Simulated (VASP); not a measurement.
# ZnAg2Cl4 (Fd-3m) in VASP: single point with PBE

Aim: the single point of ZnAg2Cl4 with PBE.

Program: VASP 6.6.1. These are calculated values, not measurements. Logs are shortened: lines on timing, memory, paths and dates and some standing lists are left out, and cuts for length are marked.

**1. The cell of the first run**

It takes space group Fd-3m (No. 227, cubic). Conventional cell: a = 10.653 Å, b = 10.653 Å, c = 10.653 Å, α = 90.00°, β = 90.00°, γ = 90.00°. Within 3.0 Å of Cl (site symmetry 3m) lie 1 Zn at 2.26 Å and 3 Ag at 2.69 Å. Within 3.5 Å of Ag (site symmetry -3m) lie 6 Cl at 2.69 Å. Within 3.0 Å of Zn (site symmetry -43m) lie 4 Cl at 2.26 Å.

**2. Single point, PBE**

INCAR

```
  PREC = Accurate
  ENCUT = 520
  EDIFF = 1E-7
  ISMEAR = -1
  SIGMA = 0.1
  LREAL = False
  LASPH = True
  NELM = 80
  ALGO = Normal
  ISIF = 2
  LWAVE = False
  LCHARG = False
  GGA = PE
  NBANDS = 75
```

KPOINTS

```
regular mesh
0
Gamma
  4 4 4
```

POSCAR

```
ZnAg2Cl4
1.0
    0.0000000000      5.3263109669      5.3263109669
    5.3263109669      0.0000000000      5.3263109669
    5.3263109669      5.3263109669      0.0000000000
Cl Ag Zn
8 4 2
Direct
    0.2476179577      0.2476179577      0.2476179577
    0.2428538732      0.7523820423      0.7523820423
    0.2476179577      0.2476179577      0.7571461268
    0.7523820423      0.2428538732      0.7523820423
    0.7571461268      0.2476179577      0.2476179577
    0.7523820423      0.7523820423      0.7523820423
    0.2476179577      0.7571461268      0.2476179577
    0.7523820423      0.7523820423      0.2428538732
    0.5000000000      0.5000000000      0.5000000000
    0.0000000000      0.5000000000      0.5000000000
    0.5000000000      0.5000000000      0.0000000000
    0.5000000000      0.0000000000      0.5000000000
    0.1250000000      0.1250000000      0.1250000000
    0.8750000000      0.8750000000      0.8750000000
```

Potentials or basis: VASP PAW PBE potentials, release 64 (Cl, Ag, Zn).

On the command line:

```bash
$ cat potpaw_PBE.64/Cl/POTCAR potpaw_PBE.64/Ag/POTCAR potpaw_PBE.64/Zn/POTCAR > POTCAR
$ mpirun -np 1 vasp_std > vasp.out
```

OUTCAR:

```text
PREC = Accurate
   ENCUT = 520
   EDIFF = 1E-7
   ISMEAR = -1
   LREAL = False
   LASPH = True
   NELM = 80
   ISIF = 2
   GGA = PE

 ion  position               nearest neighbor table
   1  0.248  0.248  0.248-  13 2.26  11 2.69  12 2.69  10 2.69
   2  0.243  0.752  0.752-  14 2.26  12 2.69  11 2.69   9 2.69
   3  0.248  0.248  0.757-  13 2.26  12 2.69  10 2.69   9 2.69
   4  0.752  0.243  0.752-  14 2.26  11 2.69  10 2.69   9 2.69
   5  0.757  0.248  0.248-  13 2.26  12 2.69  11 2.69   9 2.69
   6  0.752  0.752  0.752-  14 2.26  11 2.69  12 2.69  10 2.69
   7  0.248  0.757  0.248-  13 2.26  11 2.69  10 2.69   9 2.69
   8  0.752  0.752  0.243-  14 2.26  12 2.69  10 2.69   9 2.69
   9  0.500  0.500  0.500-   2 2.69   3 2.69   4 2.69   5 2.69   7 2.69   8 2.69
  10  0.000  0.500  0.500-   3 2.69   4 2.69   7 2.69   8 2.69   1 2.69   6 2.69
  11  0.500  0.500  0.000-   2 2.69   4 2.69   5 2.69   7 2.69   6 2.69   1 2.69
  12  0.500  0.000  0.500-   2 2.69   3 2.69   5 2.69   8 2.69   6 2.69   1 2.69
  13  0.125  0.125  0.125-   1 2.26   3 2.26   5 2.26   7 2.26
  14  0.875  0.875  0.875-   6 2.26   4 2.26   2 2.26   8 2.26

  LATTYP: Found a face centered cubic cell.
 ALAT       =    10.6526219338

  Lattice vectors:

 A1 = (   0.0000000000,   5.3263109669,   5.3263109669)
 A2 = (   5.3263109669,   0.0000000000,   5.3263109669)
 A3 = (   5.3263109669,   5.3263109669,   0.0000000000)

Analysis of symmetry for initial positions (statically):
=====================================================================
 Subroutine PRICEL returns:
 Original cell was already a primitive cell.

 Routine SETGRP: Setting up the symmetry group for a
 face centered cubic supercell.

 Subroutine GETGRP returns: Found 48 space group operations
 (whereof 12 operations were pure point group operations)
 out of a pool of 48 trial point group operations.

The static configuration has the point symmetry D_3d.
 The point group associated with its full space group is O_h .

Analysis of symmetry for dynamics (positions and initial velocities):
=====================================================================
 Subroutine PRICEL returns:
 Original cell was already a primitive cell.

 Routine SETGRP: Setting up the symmetry group for a
 face centered cubic supercell.

 Subroutine GETGRP returns: Found 48 space group operations
 (whereof 12 operations were pure point group operations)
 out of a pool of 48 trial point group operations.

The dynamic configuration has the point symmetry D_3d.
 The point group associated with its full space group is O_h .

 Subroutine INISYM returns: Found 48 space group operations
 (whereof 12 operations are pure point group operations),
 and found     1 'primitive' translations

----------------------------------------------------------------------------------------

                                     Primitive cell

  volume of cell :     302.2105

  direct lattice vectors                    reciprocal lattice vectors
     0.000000000  5.326310967  5.326310967    -0.093873603  0.093873603  0.093873603
     5.326310967  0.000000000  5.326310967     0.093873603 -0.093873603  0.093873603
     5.326310967  5.326310967  0.000000000     0.093873603  0.093873603 -0.093873603

  length of vectors
     7.532541207  7.532541207  7.532541207     0.162593850  0.162593850  0.162593850

  position of ions in fractional coordinates (direct lattice)
     0.247617958  0.247617958  0.247617958
     0.242853873  0.752382042  0.752382042
     0.247617958  0.247617958  0.757146127
     0.752382042  0.242853873  0.752382042
     0.757146127  0.247617958  0.247617958
     0.752382042  0.752382042  0.752382042
     0.247617958  0.757146127  0.247617958
     0.752382042  0.752382042  0.242853873
     0.500000000  0.500000000  0.500000000
     0.000000000  0.500000000  0.500000000
     0.500000000  0.500000000  0.000000000
     0.500000000  0.000000000  0.500000000
     0.125000000  0.125000000  0.125000000
     0.875000000  0.875000000  0.875000000

  ion indices of the primitive-cell ions
   primitive index   ion index
                 1           1
                 2           2
                 3           3
                 4           4
                 5           5
                 6           6
                 7           7
                 8           8
                 9           9
                10          10
                11          11
                12          12
                13          13
                14          14

----------------------------------------------------------------------------------------

 KPOINTS: regular mesh

Automatic generation of k-mesh.
 Grid dimensions read from file:
 generate k-points for:    4    4    4

 Generating k-lattice:

  Cartesian coordinates                     Fractional coordinates (reciprocal lattice)
    -0.023468401  0.023468401  0.023468401     0.250000000  0.000000000  0.000000000
     0.023468401 -0.023468401  0.023468401     0.000000000  0.250000000  0.000000000
     0.023468401  0.023468401 -0.023468401     0.000000000  0.000000000  0.250000000

  Length of vectors
     0.040648462  0.040648462  0.040648462

  Shift w.r.t. Gamma in fractional coordinates (k-lattice)
     0.000000000  0.000000000  0.000000000

 Subroutine IBZKPT returns following result:
 ===========================================

 Found      8 irreducible k-points:

 Following reciprocal coordinates:
            Coordinates               Weight
  0.000000  0.000000  0.000000      1.000000
  0.250000  0.000000  0.000000      8.000000
  0.500000  0.000000  0.000000      4.000000
  0.250000  0.250000  0.000000      6.000000
  0.500000  0.250000  0.000000     24.000000
 -0.250000  0.250000  0.000000     12.000000
  0.500000  0.500000  0.000000      3.000000
 -0.250000  0.500000  0.250000      6.000000
   k-points           NKPTS =      8   k-points in BZ     NKDIM =      8   number of bands    NBANDS=     75
   number of dos      NEDOS =    301   number of ions     NIONS =     14
   total plane-waves  NPLWV = 175616
   dimension x,y,z NGX =    56 NGY =   56 NGZ =   56
   dimension x,y,z NGXF=   112 NGYF=  112 NGZF=  112
   ions per type =               8   4   2
   NGX,Y,Z   is equivalent  to a cutoff of  12.36, 12.36, 12.36 a.u.
   NGXF,Y,Z  is equivalent  to a cutoff of  24.72, 24.72, 24.72 a.u.
 SYSTEM =  unknown system
   PREC   = accura    normal or accurate (medium, high low for compatibility)
   ISTART =      0    job   : 0-new  1-cont  2-samecut
   ICHARG =      2    charge: 1-file 2-atom 10-const
   ISPIN  =      1    spin polarized calculation?
   LNONCOLLINEAR =      F non collinear calculations
   LSORBIT =      F    spin-orbit coupling
   LASPH  =      T    aspherical Exc in radial PAW
   ENCUT  =  520.0 eV  38.22 Ry    6.18 a.u.  14.01 14.01 14.01*2*pi/ulx,y,z
   NELM   =     80;   NELMIN=  2; NELMDL= -5     # of ELM steps
   EDIFF  = 0.1E-06   stopping-criterion for ELM
   LREAL  =      F    real-space projection
   EDIFFG = 0.1E-05   stopping-criterion for IOM
   NSW    =      0    number of steps for IOM
   IBRION =     -1    ionic relax: 0-MD 1-quasi-New 2-CG
   NFREE  =      0    steps in history (QN), initial steepest desc. (CG)
   ISIF   =      2    stress and relaxation
   ISYM   =      2    0-nonsym 1-usesym 2-fastsym
   POTIM  = 0.5000    time-step for ionic-motion
   TEBEG  =    0.0;   TEEND  =   0.0 temperature during run
   PSTRESS=    0.0 pullay stress
   NELECT =     124.0000    total number of electrons
   NUPDOWN=      -1.0000    fix difference up-down
   EMIN   =  10.00;   EMAX   =-10.00  energy-range for DOS
   EFERMI =   0.00;   METHOD = LEGACY
   ISMEAR =    -1;   SIGMA  =   0.10  broadening in eV -4-tet -1-fermi 0-gaus
   EFERMI_NEDOS =   21; number of points for ismear=-14 and -15
   IALGO  =     38    algorithm
   IMIX   =      4    mixing-type and parameters
     AMIX     =   0.40;   BMIX     =  1.00
     AMIX_MAG =   1.60;   BMIX_MAG =  1.00
  volume/ion in A,a.u.               =      21.59       145.67
  Fermi-wavevector in a.u.,A,eV,Ry     =   1.216500  2.298852 20.134893  1.479873
  Thomas-Fermi vector in A             =   2.351852
   LORBIT       =      0    0 simple, 1 ext, 2 COOP (PROOUT), +10 PAW based schemes
   GGA     = PE    functional components
   LHFCALC =     F    Hartree Fock is set to
   AEXX    =    0.0000 exact exchange contribution
   IVDW    =     0    specifies the selected vdW correction
   LEPSILON=     F    determine dielectric tensor
   LRPA    =     F    only Hartree local field effects (RPA)
 non-spin polarized calculation
  energy-cutoff  :      520.00
  volume of cell :      302.21
 maximum number of plane-waves:      8164
   NGX = 29   NGY = 29   NGZ = 29

 number of electron     124.0000030 magnetization

 Free energy of the ion-electron system (eV)
  ---------------------------------------------------
  ext. energy  EPLUGINS =         0.00000000
  ---------------------------------------------------
  free energy    TOTEN  =       -37.45971658 eV

  energy without entropy =      -37.45967979  energy(sigma->0) =      -37.45969818

 E-fermi :   3.6826     XC(G=0):  -9.4789

 val. band max:        2.4814212151   @ k =   0.0000   0.0000   0.0000
 cond. band min:       4.4397533245   @ k =   0.0000   0.0000   0.0000
 fundamental gap:      1.9583321094
 Fermi energy:         3.6825671150

 k-point     1 :       0.0000    0.0000    0.0000
  band No.  band energies     occupation
      1     -12.6662      2.00000
      2     -12.1948      2.00000
      3     -12.0831      2.00000
      4     -12.0831      2.00000
      5     -12.0831      2.00000
      6     -12.0158      2.00000
[... 66 lines left out ...]
     73      10.4459      0.00000
     74      10.4459      0.00000
[... 537 lines left out ...]
     73      10.0146      0.00000
     74      10.0146      0.00000
 [bands above 74 left out]

------------------------ aborting loop because EDIFF is reached ----------------------------------------

  FORCE on cell =-STRESS in cart. coord.  units (eV):
  Direction    XX          YY          ZZ          XY          YZ          ZX
  --------------------------------------------------------------------------------------
  -------------------------------------------------------------------------------------
  Total        9.3853376      9.3853376      9.3853376      0.0000000      0.0000000     -0.0000000
  in kB       49.7566271     49.7566271     49.7566271      0.0000000      0.0000000     -0.0000000
  external PRESSURE =      49.7566271 kB  Pullay stress =       0.0000000 kB

 VOLUME and BASIS-vectors are now :
 -----------------------------------------------------------------------------
  energy-cutoff  :      520.00
  volume of cell :      302.21
      direct lattice vectors                 reciprocal lattice vectors
     0.000000000  5.326310967  5.326310967    -0.093873603  0.093873603  0.093873603
     5.326310967  0.000000000  5.326310967     0.093873603 -0.093873603  0.093873603
     5.326310967  5.326310967  0.000000000     0.093873603  0.093873603 -0.093873603

 POSITION                                       TOTAL-FORCE (eV/Angst)
 -----------------------------------------------------------------------------------
      2.63778      2.63778      2.63778         0.015583      0.015583      0.015583
      8.01484      5.30094      5.30094        -0.015583      0.015583      0.015583
      5.35169      5.35169      2.63778        -0.015583     -0.015583      0.015583
      5.30094      8.01484      5.30094         0.015583     -0.015583      0.015583
      2.63778      5.35169      5.35169         0.015583     -0.015583     -0.015583
      8.01484      8.01484      8.01484        -0.015583     -0.015583     -0.015583
      5.35169      2.63778      5.35169        -0.015583      0.015583     -0.015583
      5.30094      5.30094      8.01484         0.015583      0.015583     -0.015583
      5.32631      5.32631      5.32631        -0.000000     -0.000000     -0.000000
      5.32631      2.66316      2.66316        -0.000000     -0.000000     -0.000000
      2.66316      2.66316      5.32631        -0.000000     -0.000000     -0.000000
      2.66316      5.32631      2.66316        -0.000000     -0.000000     -0.000000
      1.33158      1.33158      1.33158        -0.000000     -0.000000     -0.000000
      9.32104      9.32104      9.32104        -0.000000     -0.000000     -0.000000
 -----------------------------------------------------------------------------------
    total drift:                                0.000000      0.000000      0.000000

  FREE ENERGIE OF THE ION-ELECTRON SYSTEM (eV)
  ---------------------------------------------------
  free  energy   TOTEN  =       -37.4597165799 eV

  energy  without entropy=      -37.4596797868  energy(sigma->0) =      -37.45969818
```

It took 4.7 min on 1 thread of Intel Xeon Platinum 8259CL at 2.50GHz (Skylake/Cascade Lake), shared host; peak memory 0.5 GiB.

What came out:

```
Free energy            : -37.4597 eV
Pressure               : 5.0 GPa
Largest force          : 0.027 eV/Å
Band gap on the k mesh : 1.96 eV
```

Forces in eV/Å, atoms in the order of the input:
```
Cl   0.016  0.016  0.016
Cl  -0.016  0.016  0.016
Cl  -0.016 -0.016  0.016
Cl   0.016 -0.016  0.016
Cl   0.016 -0.016 -0.016
Cl  -0.016 -0.016 -0.016
Cl  -0.016  0.016 -0.016
Cl   0.016  0.016 -0.016
Ag   0.000  0.000  0.000
Ag   0.000  0.000  0.000
Ag   0.000  0.000  0.000
Ag   0.000  0.000  0.000
Zn   0.000  0.000  0.000
Zn   0.000  0.000  0.000
```

Levels at points of the mesh, in eV from the valence-band top:
| k point | band 58 | band 59 | band 60 | band 61 | band 62 | band 63 | band 64 | band 65 | band 66 | band 67 |
| --- | --- | --- | --- | --- | --- | --- | --- | --- | --- | --- |
| (0.00, 0.00, 0.00) | -0.07 | -0.07 | 0.00 | 0.00 | 0.00 | 1.96 | 3.00 | 3.91 | 3.91 | 3.91 |
| (0.50, 0.00, 0.00) | -0.26 | -0.26 | -0.18 | -0.06 | -0.06 | 3.46 | 3.75 | 5.02 | 5.02 | 5.27 |
| (0.50, 0.50, 0.00) | -0.69 | -0.10 | -0.10 | -0.09 | -0.09 | 4.34 | 4.34 | 5.02 | 5.02 | 5.37 |

Caveat: the cell stands under pressure.
